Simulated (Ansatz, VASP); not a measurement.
## One calculation of HfN, two programs

```
Hf N
1.0
     0.00000    2.57341    2.57341
     2.57341    0.00000    2.57341
     2.57341    2.57341    0.00000
Hf N
1 1
Direct
  0.00000 0.00000 0.00000
  0.75000 0.75000 0.75000
```

Alike in both runs: task single point; functional PBE; k mesh 14 × 14 × 14; occupations gaussian, width 0.1 eV; no spin polarisation.

|  | VASP | Ansatz |
| --- | --- | --- |
| version | VASP 6.6.1 | Ansatz 0.2.0 |
| potentials or method | VASP PAW PBE potentials, release 64 (Hf_pv, N), cutoff 520 eV | scalar-relativistic, plane waves, PAW |
| valence electrons in the cell | 15 | 31 |

Ansatz gave:

| Property | Result |
| --- | --- |
| gap on the k mesh at the Fermi level (eV) | none |
| pressure (GPa) | -19.7 |

**Question.** What did VASP give for the same quantities?

**Answer.** gap on the k mesh at the Fermi level (eV): none; pressure (GPa): -20.8.

A gap of «none» marks a metal or a gap that the smearing closes. VASP's potentials hold 15 valence electrons a cell and Ansatz's 31, so a difference there can come from the potentials and not from the codes.

Neither program's run includes spin-orbit coupling.
